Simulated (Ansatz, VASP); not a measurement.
KF: VASP beside Ansatz

The input POSCAR:

```
KF
1.0
    0.0000000000      2.7169259199      2.6589605792
    2.7169259199      0.0000000000      2.6589605792
    2.7169259199      2.7169259199      0.0000000000
K F
1 1
Direct
    0.0000000000      0.0000000000      0.0000000000
    0.5000000000      0.5000000000      0.5000000000
```

Contents of INCAR.step1:

```
PREC     = Accurate       # precision mode
ENCUT    = 520            # plane-wave cutoff, eV
ISMEAR   = 0              # smearing method
SIGMA    = 0.01           # smearing width, eV
LREAL    = False          # projectors in reciprocal space
LASPH    = True           # aspherical terms in the spheres
NELM     = 80             # most SCF steps
NBANDS   = 15             # bands
GGA      = PE             # functional
ALGO     = Normal         # electronic algorithm
EDIFF    = 1E-4           # SCF threshold, eV
LWAVE    = True           # write WAVECAR
LCHARG   = False          # write CHGCAR
```

File INCAR.step2:

```
PREC     = Accurate       # precision mode
ENCUT    = 520            # plane-wave cutoff, eV
EDIFF    = 1E-6           # SCF threshold, eV
ISMEAR   = 0              # smearing method
SIGMA    = 0.01           # smearing width, eV
LREAL    = False          # projectors in reciprocal space
LASPH    = True           # aspherical terms in the spheres
NELM     = 80             # most SCF steps
ALGO     = Normal         # electronic algorithm
ISIF     = 2              # what is computed and relaxed
LWAVE    = False          # write WAVECAR
LCHARG   = False          # write CHGCAR
METAGGA  = R2SCAN         # meta-GGA
LMIXTAU  = True         
NBANDS   = 15             # bands
ISTART   = 1
```

The input KPOINTS:

```
regular mesh
0
Gamma
  8 8 8
```

Input for Ansatz:

```yaml
crystal:
  lattice:
    - [0.0, 2.7169259199, 2.6589605792]
    - [2.7169259199, 0.0, 2.6589605792]
    - [2.7169259199, 2.7169259199, 0.0]
  atoms:
    - { symbol: K, position: [0.0, 0.0, 0.0] }
    - { symbol: F, position: [0.5, 0.5, 0.5] }
kpoints:
  mp_grid: { grid: [8, 8, 8] }
  band_path:
    path:
      - [0.0, 0.0, 0.0]
      - [0.5, 0.0, 0.5]
      - [0.625, 0.25, 0.625]
      - [0.375, 0.375, 0.75]
      - [0.5, 0.5, 0.5]
      - [0.5, 0.25, 0.75]
    npoints: 1
hamiltonian:
  xc: r2scan
scf:
  occupations: { method: fixed }
  n_extra_bands: 4
output:
  forces: true
  stress: true
  eigenvalues: true
  write_density: true
  write_potential: true
  elf: true
  volumetric_format: npy
```

Change from the starting cell: biaxial_xy strain +2.2%.

Alike in both runs: task single point; functional r2SCAN; k mesh 8 × 8 × 8; no spin polarisation.

|  | VASP | Ansatz |
| --- | --- | --- |
| version | VASP 6.6.1 | Ansatz 0.2.0 |
| potentials or method | VASP PAW PBE potentials, release 64 (K_sv, F) | plane waves, PAW |
| plane-wave cutoff (eV) | 520 | 500 |
| occupations | gaussian, width 0.01 eV | fixed |
| valence electrons in the cell | 16 | 16 |

```csv
,VASP,Ansatz,Ansatz less VASP
gap on the k mesh at the Fermi level (eV),6.66,6.66,+0.001
pressure (GPa),-1.4,-1.3,+0.05
"traceless stress, the component that is largest in VASP (GPa)",0.76,0.74,-0.021
```

VASP's potentials were made for PBE, not for r2SCAN.
